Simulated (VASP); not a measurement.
A run of VASP 6.6.1:

INCAR

```
PREC     = Accurate       # precision mode
ENCUT    = 520            # plane-wave cutoff, eV
EDIFF    = 1E-6           # SCF threshold, eV
ISMEAR   = 0              # smearing method
SIGMA    = 0.01           # smearing width, eV
LREAL    = False          # projectors in reciprocal space
LASPH    = True           # aspherical terms in the spheres
NELM     = 100            # most SCF steps
ALGO     = Normal         # electronic algorithm
ISIF     = 2              # what is computed and relaxed
LWAVE    = False          # write WAVECAR
LCHARG   = False          # write CHGCAR
GGA      = PE             # functional
NBANDS   = 16             # bands
```

File KPOINTS:

```
Automatic mesh
0
Gamma
  9 9 4
```

POSCAR

```
AlN
1.0
    3.1302469296      0.0000000000      0.0000000000
   -1.5651234648      2.7108733611      0.0000000000
    0.0000000000      0.0000000000      5.0179926450
Al N
2 2
Direct
    0.3333333333      0.6666666667     -0.0007707944
    0.6666666667      0.3333333333      0.4992292056
    0.3333333333      0.6666666667      0.3807707944
    0.6666666667      0.3333333333      0.8807707944
```

Potentials or basis: VASP PAW PBE potentials, release 64 (Al, N).

Launch:

```sh
$ cat potpaw_PBE.64/Al/POTCAR potpaw_PBE.64/N/POTCAR > POTCAR
$ mpirun -np 1 vasp_std > vasp.out
```

Hardware: 1 thread of Intel(R) Xeon(R) Platinum 8259CL CPU @ 2.50GHz (Skylake/Cascade Lake), with other jobs on the host.

Problem. How long does it take, and how much memory?

Solution. Wall time 25 s on 1 thread of Intel(R) Xeon(R) Platinum 8259CL CPU @ 2.50GHz (Skylake/Cascade Lake), on a shared host, peak memory 0.16 GiB. Counts: scf iterations 13, k points 36.
